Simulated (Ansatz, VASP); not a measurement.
SiC2: VASP beside Ansatz

File INCAR:

```
SYSTEM = SiC2
ALGO = Normal
EDIFF = 1E-6
EDIFFG = -0.01
ENCUT = 600
GGA = PE
IBRION = 2
ISIF = 3
ISMEAR = 0
LASPH = .TRUE.
LCHARG = .FALSE.
LREAL = .FALSE.
LWAVE = .FALSE.
NELM = 80
NSW = 100
PREC = Accurate
SIGMA = 0.1
```

KPOINTS

```
k-points
0
G
  18 18 6
  0 0 0
```

POSCAR

```
SiC2
1.0
    2.7065502156      0.0000000000      0.0000000000
   -1.3532751078      2.3439412433      0.0000000000
    0.0000000000      0.0000000000      7.8136093565
Si C
2 4
Direct
    0.6666666667      0.3333333333      0.3415923658
    0.6666666667      0.3333333333      0.6584076342
    0.3333333333      0.6666666667      0.8715046711
    0.3333333333      0.6666666667      0.1284953289
    0.3333333333      0.6666666667      0.5000000000
    0.6666666667      0.3333333333      0.0000000000
```

Input for Ansatz:

```yaml
crystal:
  lattice:
    - [2.7065502156, 0.0, 0.0]
    - [-1.3532751078, 2.3439412433, 0.0]
    - [0.0, 0.0, 7.8136093565]
  atoms:
    - { symbol: Si, position: [0.6666666667, 0.3333333333, 0.3415923658] }
    - { symbol: Si, position: [0.6666666667, 0.3333333333, 0.6584076342] }
    - { symbol: C, position: [0.3333333333, 0.6666666667, 0.8715046711] }
    - { symbol: C, position: [0.3333333333, 0.6666666667, 0.1284953289] }
    - { symbol: C, position: [0.3333333333, 0.6666666667, 0.5] }
    - { symbol: C, position: [0.6666666667, 0.3333333333, 0.0] }
basis:
  ecutwfc: 420
kpoints:
  mp_grid: { grid: [18, 18, 6] }
hamiltonian:
  xc: pbe
scf:
  occupations: { method: gaussian, width: 0.1 }
output:
  forces: true
  stress: true
  eigenvalues: true
relax:
  adjacent_minimum: "off"
  f_tol: 0.01
  max_steps: 80
  cell: { stress_tol: 0.05 }
```

Alike in both runs: task relaxation of cell and atoms; functional PBE; k mesh 18 × 18 × 6; occupations gaussian, width 0.1 eV; no spin polarisation.

```csv
,VASP,Ansatz
version,VASP 6.6.1,Ansatz 0.2.0
potentials or method,"VASP PAW PBE potentials, release 64 (Si, C), cutoff 600 eV","scalar-relativistic, plane waves, PAW"
valence electrons in the cell,24,24
```

|  | VASP | Ansatz | Ansatz less VASP |
| --- | --- | --- | --- |
| gap on the k mesh at the Fermi level, each at its own relaxed structure (eV) | none | none | - |
| relaxed volume (Å³/atom) | 8.31 | 8.30 | -0.002 |
| relaxed length of the cell vector where the two differ most in proportion (Å) | 7.866 | 7.864 | -0.0022 |

A gap of «none» marks a metal or a gap that the smearing closes.
